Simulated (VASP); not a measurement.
# Ti3Al (P-6m2) in VASP: a series of runs, part 2 of 2

VASP 6.6.1. The steps go on from the part before.

**4. Single point, PBE (volume 18.070 Å^3 an atom, c/a of the conventional cell 3.1510)**

Input file INCAR:

```
SYSTEM = Ti3Al
  ALGO = Fast
  EDIFF = 1E-7
  ENCUT = 520
  GGA = PE
  ISIF = 2
  ISMEAR = 0
  LASPH = .TRUE.
  LCHARG = .FALSE.
  LREAL = .FALSE.
  LWAVE = .FALSE.
  NBANDS = 28
  NELM = 100
  PREC = Accurate
  SIGMA = 0.15
```

Input file KPOINTS:

```
k-points
0
G
  18 18 6
  0 0 0
```

Input file POSCAR:

```
Ti3Al
1.0
    2.9809006411      0.0000000000      0.0000000000
   -1.4904503205      2.5815356813      0.0000000000
    0.0000000000      0.0000000000      9.3927445527
Ti Al
3 1
Direct
    0.6666666667      0.3333333333      0.0000000000
    0.3333333333      0.6666666667      0.7504575700
    0.3333333333      0.6666666667      0.2495424300
    0.6666666667      0.3333333333      0.5000000000
```

Potentials or basis: VASP PAW PBE potentials, release 64 (Ti_sv, Al).

Run with:

```bash
> cat potpaw_PBE.64/Ti_sv/POTCAR potpaw_PBE.64/Al/POTCAR > POTCAR
> mpirun -np 1 vasp_std > vasp.out
```

OUTCAR:

```text
SYSTEM = Ti3Al
   EDIFF = 1E-7
   ENCUT = 520
   GGA = PE
   ISIF = 2
   ISMEAR = 0
   LASPH = .TRUE.
   LREAL = .FALSE.
   NELM = 100
   PREC = Accurate

 ion  position               nearest neighbor table
   1  0.667  0.333  0.000-   2 2.91   3 2.91   2 2.91   3 2.91   2 2.91   3 2.91
   2  0.333  0.667  0.750-   1 2.91   1 2.91   1 2.91   4 2.91   4 2.91   4 2.91
   3  0.333  0.667  0.250-   1 2.91   1 2.91   1 2.91   4 2.91   4 2.91   4 2.91
   4  0.667  0.333  0.500-   2 2.91   3 2.91   2 2.91   3 2.91   2 2.91   3 2.91

  LATTYP: Found a hexagonal cell.
[... 939 lines left out ...]

 [... further k-points ...]
[... 5 lines left out ...]
  --------------------------------------------------------------------------------------
  -------------------------------------------------------------------------------------
  Total       -2.3043195     -2.3043195     -2.4897848     -0.0000000     -0.0000000     -0.0000000
  in kB      -51.0781473    -51.0781473    -55.1892194     -0.0000000     -0.0000000     -0.0000000
  external PRESSURE =     -52.4485047 kB  Pullay stress =       0.0000000 kB

 VOLUME and BASIS-vectors are now :
 -----------------------------------------------------------------------------
  energy-cutoff  :      520.00
  volume of cell :       72.28
      direct lattice vectors                 reciprocal lattice vectors
     2.980900641  0.000000000  0.000000000     0.335469081  0.193683164  0.000000000
    -1.490450320  2.581535681  0.000000000     0.000000000  0.387366329  0.000000000
     0.000000000  0.000000000  9.392744553     0.000000000  0.000000000  0.106465155

 POSITION                                       TOTAL-FORCE (eV/Angst)
 -----------------------------------------------------------------------------------
      1.49045      0.86051      0.00000        -0.000000      0.000000      0.000000
     -0.00000      1.72102      7.04886         0.000000     -0.000000      0.033418
     -0.00000      1.72102      2.34389         0.000000      0.000000     -0.033418
      1.49045      0.86051      4.69637        -0.000000      0.000000      0.000000
 -----------------------------------------------------------------------------------
    total drift:                                0.000000     -0.000000      0.000000

  FREE ENERGIE OF THE ION-ELECTRON SYSTEM (eV)
  ---------------------------------------------------
  free  energy   TOTEN  =       -27.7284987530 eV

  energy  without entropy=      -27.6830236182  energy(sigma->0) =      -27.70576119
```

It took 8.6 min on 1 thread of Intel Xeon 6975P-C (Granite Rapids), shared host; peak memory 0.37 GiB.

Results:

```
Free energy   : -27.7285 eV
Pressure      : -5.2 GPa
Largest force : 0.033 eV/Å
```

Forces on the atoms (eV/Å):
```
Ti   0.000  0.000  0.000
Ti   0.000  0.000  0.033
Ti   0.000  0.000 -0.033
Al   0.000  0.000  0.000
```

**5. Single point, PBE (volume 18.528 Å^3 an atom, c/a of the conventional cell 3.3480)**

Input file INCAR:

```
PREC = Accurate
ENCUT = 520
EDIFF = 1E-6
ISMEAR = 0
SIGMA = 0.15
LREAL = False
LASPH = True
NELM = 80
ALGO = Fast
ISIF = 2
LWAVE = False
LCHARG = False
GGA = PE
NBANDS = 28
```

Input file KPOINTS:

```
regular mesh
0
Gamma
  18 18 6
```

Input file POSCAR:

```
Ti3Al
1.0
    2.9457156187      0.0000000000      0.0000000000
   -1.4728578093      2.5510645581      0.0000000000
    0.0000000000      0.0000000000      9.8622558913
Ti Al
3 1
Direct
    0.6666666667      0.3333333333      0.0000000000
    0.3333333333      0.6666666667      0.7504575700
    0.3333333333      0.6666666667      0.2495424300
    0.6666666667      0.3333333333      0.5000000000
```

Potentials or basis: VASP PAW PBE potentials, release 64 (Ti_sv, Al).

Run with:

```bash
> cat potpaw_PBE.64/Ti_sv/POTCAR potpaw_PBE.64/Al/POTCAR > POTCAR
> mpirun -np 1 vasp_std > vasp.out
```

OUTCAR:

```text
PREC = Accurate
   ENCUT = 520
   EDIFF = 1E-6
   ISMEAR = 0
   LREAL = False
   LASPH = True
   NELM = 80
   ISIF = 2
   GGA = PE

 ion  position               nearest neighbor table
   1  0.667  0.333  0.000-
   2  0.333  0.667  0.750-   4 3.00   4 3.00   4 3.00
   3  0.333  0.667  0.250-   4 3.00   4 3.00   4 3.00
   4  0.667  0.333  0.500-   2 3.00   3 3.00   2 3.00   3 3.00   2 3.00   3 3.00

  LATTYP: Found a hexagonal cell.
 ALAT       =     2.9457156187
 C/A-ratio  =     3.3480000000

  Lattice vectors:

 A1 = (   2.9457156187,   0.0000000000,   0.0000000000)
 A2 = (  -1.4728578093,   2.5510645581,   0.0000000000)
 A3 = (   0.0000000000,   0.0000000000,   9.8622558913)

Analysis of symmetry for initial positions (statically):
=====================================================================
 Subroutine PRICEL returns:
 Original cell was already a primitive cell.

 Routine SETGRP: Setting up the symmetry group for a
 hexagonal supercell.
[... 162 lines left out ...]

 number of electron      38.9999987 magnetization

 Free energy of the ion-electron system (eV)
  ---------------------------------------------------
  ext. energy  EPLUGINS =         0.00000000
  ---------------------------------------------------
  free energy    TOTEN  =       -27.57612364 eV

  energy without entropy =      -27.52494575  energy(sigma->0) =      -27.55053470

 E-fermi :   7.2262     XC(G=0): -10.8446

 val. band max:        7.2142547695   @ k =   0.3889   0.2222   0.0000
 cond. band min:       7.2329229400   @ k =   0.3333   0.2778   0.5000
 fundamental gap:      0.0186681705
 Fermi energy:         7.2262204166

 k-point     1 :       0.0000    0.0000    0.0000
  band No.  band energies     occupation
      1     -49.6426      2.00000
      2     -49.6075      2.00000
      3     -49.5817      2.00000
      4     -26.0699      2.00000
      5     -25.8965      2.00000
      6     -25.7102      2.00000
[... 733 lines left out ...]
     27       9.8653      0.00000
     28      10.1774      0.00000

 [... further k-points ...]
[... 5 lines left out ...]
  --------------------------------------------------------------------------------------
  -------------------------------------------------------------------------------------
  Total       -2.2631242     -2.2631242     -5.8288592     -0.0000000      0.0000000      0.0000000
  in kB      -48.9249549    -48.9249549   -126.0101744     -0.0000000      0.0000000      0.0000000
  external PRESSURE =     -74.6200280 kB  Pullay stress =       0.0000000 kB

 VOLUME and BASIS-vectors are now :
 -----------------------------------------------------------------------------
  energy-cutoff  :      520.00
  volume of cell :       74.11
      direct lattice vectors                 reciprocal lattice vectors
     2.945715619  0.000000000  0.000000000     0.339476083  0.195996608  0.000000000
    -1.472857809  2.551064558  0.000000000     0.000000000  0.391993216  0.000000000
     0.000000000  0.000000000  9.862255891     0.000000000  0.000000000  0.101396680

 POSITION                                       TOTAL-FORCE (eV/Angst)
 -----------------------------------------------------------------------------------
      1.47286      0.85035      0.00000        -0.000000      0.000000      0.000000
     -0.00000      1.70071      7.40120         0.000000      0.000000     -0.068437
     -0.00000      1.70071      2.46105         0.000000      0.000000      0.068437
      1.47286      0.85035      4.93113         0.000000     -0.000000      0.000000
 -----------------------------------------------------------------------------------
    total drift:                                0.000000     -0.000000     -0.000000

  FREE ENERGIE OF THE ION-ELECTRON SYSTEM (eV)
  ---------------------------------------------------
  free  energy   TOTEN  =       -27.5761236436 eV

  energy  without entropy=      -27.5249457498  energy(sigma->0) =      -27.55053470
```

OSZICAR:

```text
N       E                     dE             d eps       ncg     rms          rms(c)
DAV:   1     0.464392342499E+03    0.46439E+03   -0.19632E+04  8288   0.159E+03
DAV:   2     0.259530096351E+02   -0.43844E+03   -0.43045E+03  8392   0.490E+02
DAV:   3    -0.254972432737E+02   -0.51450E+02   -0.50345E+02 14480   0.141E+02
[... 35 lines left out ...]
RMM:  39    -0.275761193321E+02   -0.16131E-05   -0.19742E-05  9138   0.148E-02    0.194E-03
RMM:  40    -0.275761208140E+02   -0.14819E-05   -0.16949E-05  8670   0.136E-02    0.175E-03
RMM:  41    -0.275761218890E+02   -0.10750E-05   -0.12978E-05  8452   0.126E-02    0.169E-03
RMM:  42    -0.275761228827E+02   -0.99374E-06   -0.11627E-05  8166   0.117E-02    0.144E-03
RMM:  43    -0.275761236436E+02   -0.76089E-06   -0.89989E-06  9075   0.113E-02
   1 F= -.27576124E+02 E0= -.27550535E+02  d E =-.511779E-01
```

stdout:

```text
POSCAR found type information on POSCAR TiAl
 POSCAR found :  2 types and       4 ions
 scaLAPACK will be used
 LDA part: xc-table for (Slater+PW92), standard interpolation
 POSCAR, INCAR and KPOINTS ok, starting setup
 FFT: planning ... GRIDC
 FFT: planning ... GRID_SOFT
 FFT: planning ... GRID
 WAVECAR not read
 entering main loop
WARNING in EDDRMM: call to ZHEGV failed, returncode =   6  3     10
WARNING in EDDRMM: call to ZHEGV failed, returncode =   8  4     23
WARNING in EDDRMM: call to ZHEGV failed, returncode =   8  4     10
WARNING in EDDRMM: call to ZHEGV failed, returncode =   6  3     16
WARNING in EDDRMM: call to ZHEGV failed, returncode =   8  4      9
WARNING in EDDRMM: call to ZHEGV failed, returncode =   8  4     21
WARNING in EDDRMM: call to ZHEGV failed, returncode =   6  3     16
WARNING in EDDRMM: call to ZHEGV failed, returncode =   6  3     14
WARNING in EDDRMM: call to ZHEGV failed, returncode =   6  3     23
WARNING in EDDRMM: call to ZHEGV failed, returncode =   8  4      9
WARNING in EDDRMM: call to ZHEGV failed, returncode =   6  3     10
WARNING in EDDRMM: call to ZHEGV failed, returncode =   6  3      8
WARNING in EDDRMM: call to ZHEGV failed, returncode =   8  4      9
WARNING in EDDRMM: call to ZHEGV failed, returncode =   6  3     11
WARNING in EDDRMM: call to ZHEGV failed, returncode =   6  3      6
WARNING in EDDRMM: call to ZHEGV failed, returncode =   8  4     14
```

It took 7 min on 1 thread of Intel Xeon 6975P-C (Granite Rapids), shared host; peak memory 0.39 GiB.

Results:

- Free energy: -27.5761 eV
- Pressure: -7.5 GPa
- Largest force: 0.068 eV/Å

Forces on the atoms (eV/Å):
```
Ti   0.000  0.000  0.000
Ti   0.000  0.000 -0.068
Ti   0.000  0.000  0.068
Al   0.000  0.000  0.000
```

**6. Summary**

```csv
cell,gap on the mesh (eV),pressure (GPa),largest force (eV/Å)
"a = 2.887, b = 2.887, c = 10.269 Å, angles 90.0, 90.0, 120.0°, 4 atoms",none,-7.2,0.19
"a = 2.930, b = 2.930, c = 9.232 Å, angles 90.0, 90.0, 120.0°, 4 atoms",none,-0.1,-
"a = 2.981, b = 2.981, c = 9.393 Å, angles 90.0, 90.0, 120.0°, 4 atoms",none,-5.2,0.03
"a = 2.946, b = 2.946, c = 9.862 Å, angles 90.0, 90.0, 120.0°, 4 atoms",none,-7.5,0.07
```

Alike in all rows: task single point; level PBE; potentials or basis VASP PAW PBE potentials, release 64 (Ti_sv, Al); no spin polarisation; k mesh 18 × 18 × 6; cutoff (eV) 520; smearing gaussian 0.15 eV.

Absolute energies hang on the potentials; compare differences alone.
